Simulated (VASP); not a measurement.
# TiO2 (P4_2/mnm) in VASP: further runs

TiO2 is run at these levels: PBE; tasks: single point, relaxation of shape and atoms at fixed volume.

Everything below comes from runs of VASP 6.6.1. Logs are shortened: lines on timing, memory, paths and dates and some standing lists are left out, and cuts for length are marked.

**Measured values to compare with.**

From “Shallow Valence Band of Rutile GeO2 and P-type Doping”, 2020, arxiv:2011.08928, for a bulk crystal of TiO2 at 1.6 K: band gap 3.03 eV (direct).

The runs below are set against these values where they give the same quantity.

### Step 1. The cell of the first run

It takes space group P4_2/mnm (No. 136, tetragonal). The conventional cell has a = 4.592 Å, b = 4.592 Å, c = 2.957 Å, α = 90.00°, β = 90.00°, γ = 90.00°. Within 2.6 Å of Ti (site symmetry mmm) lie 6 O at 1.95 to 1.98 Å. O (site symmetry m2m) has 3 Ti at 1.95 to 1.98 Å and 1 O at 2.53 Å within 2.6 Å.

### Step 2. Single point, PBE

INCAR reads:

```
SYSTEM = TiO2
PREC = Accurate
ENCUT = 520
EDIFF = 1E-6
ISMEAR = 0
SIGMA = 0.02
LREAL = .False.
LASPH = .True.
NELM = 80
ALGO = Normal
ISIF = 2
LWAVE = .False.
LCHARG = .False.
GGA = PE
NBANDS = 33
```

KPOINTS reads:

```
regular mesh
0
Gamma
  6 6 10
  0 0 0
```

POSCAR reads:

```
TiO2
1.0
    4.5922000000      0.0000000000      0.0000000000
    0.0000000000      4.5922000000      0.0000000000
    0.0000000000      0.0000000000      2.9574000000
Ti O
2 4
Direct
    0.0000000000      0.0000000000      0.0000000000
    0.5000000000      0.5000000000      0.5000000000
    0.3049600000      0.3049600000      0.0000000000
    0.1950400000      0.8049600000      0.5000000000
    0.6950400000      0.6950400000      0.0000000000
    0.8049600000      0.1950400000      0.5000000000
```

Potentials or basis: VASP PAW PBE potentials, release 64 (Ti_sv, O).

Command:

```bash
$ cat potpaw_PBE.64/Ti_sv/POTCAR potpaw_PBE.64/O/POTCAR > POTCAR
$ mpirun -np 1 vasp_std > vasp.out
```

OUTCAR:

```text
SYSTEM = TiO2
   PREC = Accurate
   ENCUT = 520
   EDIFF = 1E-6
   ISMEAR = 0
   LREAL = .False.
   LASPH = .True.
   NELM = 80
   ISIF = 2
   GGA = PE

 ion  position               nearest neighbor table
   1  0.000  0.000  0.000-   4 1.95   6 1.95   4 1.95   6 1.95   5 1.98   3 1.98
   2  0.500  0.500  0.500-   3 1.95   5 1.95   3 1.95   5 1.95   4 1.98   6 1.98
   3  0.305  0.305  0.000-   2 1.95   2 1.95   1 1.98
   4  0.195  0.805  0.500-   1 1.95   1 1.95   2 1.98
   5  0.695  0.695  0.000-   2 1.95   2 1.95   1 1.98
   6  0.805  0.195  0.500-   1 1.95   1 1.95   2 1.98

  LATTYP: Found a simple tetragonal cell.
 ALAT       =     4.5922000000
 C/A-ratio  =     0.6440050520

  Lattice vectors:

 A1 = (   4.5922000000,   0.0000000000,   0.0000000000)
 A2 = (   0.0000000000,   4.5922000000,   0.0000000000)
 A3 = (   0.0000000000,   0.0000000000,   2.9574000000)

Analysis of symmetry for initial positions (statically):
=====================================================================
 Subroutine PRICEL returns:
 Original cell was already a primitive cell.

 Routine SETGRP: Setting up the symmetry group for a
 simple tetragonal supercell.

 Subroutine GETGRP returns: Found 16 space group operations
 (whereof  8 operations were pure point group operations)
 out of a pool of 16 trial point group operations.

The static configuration has the point symmetry D_2h.
 The point group associated with its full space group is D_4h.

Analysis of symmetry for dynamics (positions and initial velocities):
=====================================================================
 Subroutine PRICEL returns:
 Original cell was already a primitive cell.

 Routine SETGRP: Setting up the symmetry group for a
 simple tetragonal supercell.

 Subroutine GETGRP returns: Found 16 space group operations
 (whereof  8 operations were pure point group operations)
 out of a pool of 16 trial point group operations.

The dynamic configuration has the point symmetry D_2h.
 The point group associated with its full space group is D_4h.

 Subroutine INISYM returns: Found 16 space group operations
 (whereof  8 operations are pure point group operations),
 and found     1 'primitive' translations

----------------------------------------------------------------------------------------
[... 101 lines left out ...]
   EDIFF  = 0.1E-05   stopping-criterion for ELM
   LREAL  =      F    real-space projection
   EDIFFG = 0.1E-04   stopping-criterion for IOM
   NSW    =      0    number of steps for IOM
   IBRION =     -1    ionic relax: 0-MD 1-quasi-New 2-CG
   NFREE  =      0    steps in history (QN), initial steepest desc. (CG)
   ISIF   =      2    stress and relaxation
   ISYM   =      2    0-nonsym 1-usesym 2-fastsym
   POTIM  = 0.5000    time-step for ionic-motion
   TEBEG  =    0.0;   TEEND  =   0.0 temperature during run
   PSTRESS=    0.0 pullay stress
   NELECT =      48.0000    total number of electrons
   NUPDOWN=      -1.0000    fix difference up-down
   EMIN   =  10.00;   EMAX   =-10.00  energy-range for DOS
   EFERMI =   0.00;   METHOD = LEGACY
   ISMEAR =     0;   SIGMA  =   0.02  broadening in eV -4-tet -1-fermi 0-gaus
   EFERMI_NEDOS =   21; number of points for ismear=-14 and -15
   IALGO  =     38    algorithm
   IMIX   =      4    mixing-type and parameters
     AMIX     =   0.40;   BMIX     =  1.00
     AMIX_MAG =   1.60;   BMIX_MAG =  1.00
  volume/ion in A,a.u.               =      10.39        70.15
  Fermi-wavevector in a.u.,A,eV,Ry     =   1.500277  2.835112 30.624403  2.250830
  Thomas-Fermi vector in A             =   2.611798
   LORBIT       =      0    0 simple, 1 ext, 2 COOP (PROOUT), +10 PAW based schemes
   GGA     = PE    functional components
   LHFCALC =     F    Hartree Fock is set to
   AEXX    =    0.0000 exact exchange contribution
   IVDW    =     0    specifies the selected vdW correction
   LEPSILON=     F    determine dielectric tensor
   LRPA    =     F    only Hartree local field effects (RPA)
 non-spin polarized calculation
 Gauss-broadening in eV      SIGMA  =   0.02
  energy-cutoff  :      520.00
  volume of cell :       62.37
 maximum number of plane-waves:      1720
 NGX is ok and might be reduce to    36
   NGX = 17   NGY = 17   NGZ = 11

 number of electron      48.0000022 magnetization

 Free energy of the ion-electron system (eV)
  ---------------------------------------------------
  ext. energy  EPLUGINS =         0.00000000
  ---------------------------------------------------
  free energy    TOTEN  =       -53.64211149 eV

  energy without entropy =      -53.64211149  energy(sigma->0) =      -53.64211149

 E-fermi :   5.1121     XC(G=0): -11.4176

 val. band max:        4.8601434766   @ k =   0.0000   0.0000   0.0000
 cond. band min:       6.7307912054   @ k =   0.0000   0.0000   0.0000
 fundamental gap:      1.8706477288
 Fermi energy:         5.1121220266

 k-point     1 :       0.0000    0.0000    0.0000
  band No.  band energies     occupation
      1     -52.0544      2.00000
      2     -52.0372      2.00000
      3     -28.3639      2.00000
      4     -28.3639      2.00000
      5     -28.1973      2.00000
      6     -28.1973      2.00000
[... 853 lines left out ...]
     32      10.2024      0.00000
     33      11.3728      0.00000

 [... further k-points ...]

------------------------ aborting loop because EDIFF is reached ----------------------------------------

  FORCE on cell =-STRESS in cart. coord.  units (eV):
  Direction    XX          YY          ZZ          XY          YZ          ZX
  --------------------------------------------------------------------------------------
  -------------------------------------------------------------------------------------
  Total        2.4337788      2.4337788      2.2411950      0.0000000      0.0000000      0.0000000
  in kB       62.5230323     62.5230323     57.5756128      0.0000000      0.0000000      0.0000000
  external PRESSURE =      60.8738925 kB  Pullay stress =       0.0000000 kB

 VOLUME and BASIS-vectors are now :
 -----------------------------------------------------------------------------
  energy-cutoff  :      520.00
  volume of cell :       62.37
      direct lattice vectors                 reciprocal lattice vectors
     4.592200000  0.000000000  0.000000000     0.217760550  0.000000000  0.000000000
     0.000000000  4.592200000  0.000000000     0.000000000  0.217760550  0.000000000
     0.000000000  0.000000000  2.957400000     0.000000000  0.000000000  0.338134848

 POSITION                                       TOTAL-FORCE (eV/Angst)
 -----------------------------------------------------------------------------------
      0.00000      0.00000      0.00000         0.000000      0.000000     -0.000000
      2.29610      2.29610      1.47870         0.000000      0.000000     -0.000000
      1.40044      1.40044      0.00000        -0.088891     -0.088891     -0.000000
      0.89566      3.69654      1.47870         0.088891     -0.088891     -0.000000
      3.19176      3.19176      0.00000         0.088891      0.088891      0.000000
      3.69654      0.89566      1.47870        -0.088891      0.088891      0.000000
 -----------------------------------------------------------------------------------
    total drift:                                0.000000      0.000000      0.000000

  FREE ENERGIE OF THE ION-ELECTRON SYSTEM (eV)
  ---------------------------------------------------
  free  energy   TOTEN  =       -53.6421114929 eV

  energy  without entropy=      -53.6421114929  energy(sigma->0) =      -53.64211149
```

OSZICAR:

```text
N       E                     dE             d eps       ncg     rms          rms(c)
DAV:   1     0.656782012295E+03    0.65678E+03   -0.24339E+04  3960   0.172E+03
DAV:   2     0.256935085302E+02   -0.63109E+03   -0.58154E+03  4370   0.513E+02
DAV:   3    -0.662395944359E+02   -0.91933E+02   -0.89870E+02  5333   0.189E+02
DAV:   4    -0.709505950814E+02   -0.47110E+01   -0.47008E+01  5820   0.405E+01
DAV:   5    -0.711189487339E+02   -0.16835E+00   -0.16833E+00  5284   0.610E+00    0.315E+01
DAV:   6    -0.539424014097E+02    0.17177E+02   -0.74783E+01  5189   0.886E+01    0.110E+01
DAV:   7    -0.539097439770E+02    0.32657E-01   -0.13319E+01  4958   0.327E+01    0.921E+00
DAV:   8    -0.538000629889E+02    0.10968E+00   -0.47712E-01  4811   0.509E+00    0.747E+00
DAV:   9    -0.538185173908E+02   -0.18454E-01   -0.14062E+00  5164   0.139E+01    0.375E+00
DAV:  10    -0.536524358819E+02    0.16608E+00   -0.74459E-01  4954   0.859E+00    0.917E-01
DAV:  11    -0.536437207794E+02    0.87151E-02   -0.33391E-02  4653   0.147E+00    0.500E-01
DAV:  12    -0.536428943003E+02    0.82648E-03   -0.85071E-03  4560   0.861E-01    0.225E-01
DAV:  13    -0.536421528393E+02    0.74146E-03   -0.15242E-03  5423   0.375E-01    0.609E-02
DAV:  14    -0.536421455738E+02    0.72654E-05   -0.10911E-04  5246   0.821E-02    0.503E-02
DAV:  15    -0.536421103516E+02    0.35222E-04   -0.93275E-05  5330   0.911E-02    0.317E-03
DAV:  16    -0.536421116985E+02   -0.13469E-05   -0.76182E-06  4045   0.198E-02    0.646E-03
DAV:  17    -0.536421114929E+02    0.20561E-06   -0.16496E-06  3327   0.168E-02
   1 F= -.53642111E+02 E0= -.53642111E+02  d E =-.362491E-73
```

Run time: 2.6 min. Hardware: 1 thread of Intel Xeon 8259CL, shared host; peak memory 0.24 GiB.

What came out:

| Item | Value |
| --- | --- |
| Free energy | -53.6421 eV |
| Pressure | 6.1 GPa |
| Largest force | 0.126 eV/Å |
| Band gap on the k mesh | 1.87 eV |

Forces on the atoms (eV/Å):
```
Ti   0.000  0.000  0.000
Ti   0.000  0.000  0.000
O   -0.089 -0.089  0.000
O    0.089 -0.089  0.000
O    0.089  0.089  0.000
O   -0.089  0.089  0.000
```

Caveat: the cell stands under pressure. PBE gaps usually lie below the measured ones, often by a third to a half.

### Step 3. Single point, PBE

INCAR reads:

```
SYSTEM = TiO2
PREC = Accurate ; ENCUT = 520
EDIFF = 1E-7 ; ISMEAR = 0
SIGMA = 0.02 ; LREAL = .FALSE.
LASPH = .TRUE. ; NELM = 80
ALGO = Normal ; ISIF = 2
LWAVE = .FALSE. ; LCHARG = .FALSE.
GGA = PE ; NBANDS = 33
```

KPOINTS reads:

```
regular mesh
0
G
  6 6 10
  0 0 0
```

POSCAR reads:

```
TiO2
1.0
    4.5922000000      0.0000000000      0.0000000000
    0.0000000000      4.5922000000      0.0000000000
    0.0000000000      0.0000000000      2.9574000000
Ti O
2 4
Direct
    0.0000000000      0.0000000000      0.0000000000
    0.5000000000      0.5000000000      0.5000000000
    0.3042203665      0.3042203665      0.0000000000
    0.1957796335      0.8042203665      0.5000000000
    0.6957796335      0.6957796335      0.0000000000
    0.8042203665      0.1957796335      0.5000000000
```

Potentials or basis: VASP PAW PBE potentials, release 64 (Ti_sv, O).

Command:

```bash
$ cat potpaw_PBE.64/Ti_sv/POTCAR potpaw_PBE.64/O/POTCAR > POTCAR
$ mpirun -np 1 vasp_std > vasp.out
```

Wall time 3.2 min (1 thread of Intel Xeon 8259CL, shared host); peak memory 0.24 GiB.

The run converged. Its results:

```yaml
Free_energy: -53.6436 eV
Pressure: 5.8 GPa
Largest_force: 0.025 eV/Å
Band_gap_on_the_k_mesh: 1.84 eV
```

Forces in eV/Å, atoms in the order of the input:
```
Ti   0.000  0.000  0.000
Ti   0.000  0.000  0.000
O   -0.018 -0.018  0.000
O    0.018 -0.018  0.000
O    0.018  0.018  0.000
O   -0.018  0.018  0.000
```

Stress tensor (GPa, compression positive):
```
6.03 0.00 0.00
0.00 6.03 0.00
0.00 0.00 5.45
```

Levels at points of the mesh, in eV from the valence-band top:
| k point | band 20 | band 21 | band 22 | band 23 | band 24 | band 25 | band 26 | band 27 | band 28 | band 29 |
| --- | --- | --- | --- | --- | --- | --- | --- | --- | --- | --- |
| (0.00, 0.00, 0.00) | -2.00 | -0.72 | -0.46 | -0.46 | 0.00 | 1.84 | 2.13 | 2.37 | 2.48 | 2.48 |
| (0.50, 0.00, 0.00) | -3.08 | -1.66 | -1.66 | -0.75 | -0.75 | 2.51 | 2.51 | 3.01 | 3.01 | 3.54 |
| (0.50, 0.50, 0.00) | -2.20 | -1.32 | -1.32 | -1.08 | -1.08 | 1.88 | 1.88 | 2.50 | 2.50 | 3.81 |
| (0.00, 0.00, 0.50) | -2.77 | -2.39 | -2.39 | -1.43 | -1.43 | 2.96 | 2.96 | 3.15 | 3.15 | 3.65 |
| (0.50, 0.00, 0.50) | -2.39 | -2.05 | -2.05 | -1.05 | -1.05 | 1.89 | 1.89 | 3.18 | 3.18 | 3.89 |
| (0.50, 0.50, 0.50) | -2.74 | -1.30 | -1.30 | -0.68 | -0.68 | 2.58 | 2.58 | 3.19 | 3.19 | 3.20 |

Caveat: the cell stands under pressure.

[end of part 1 of 3]
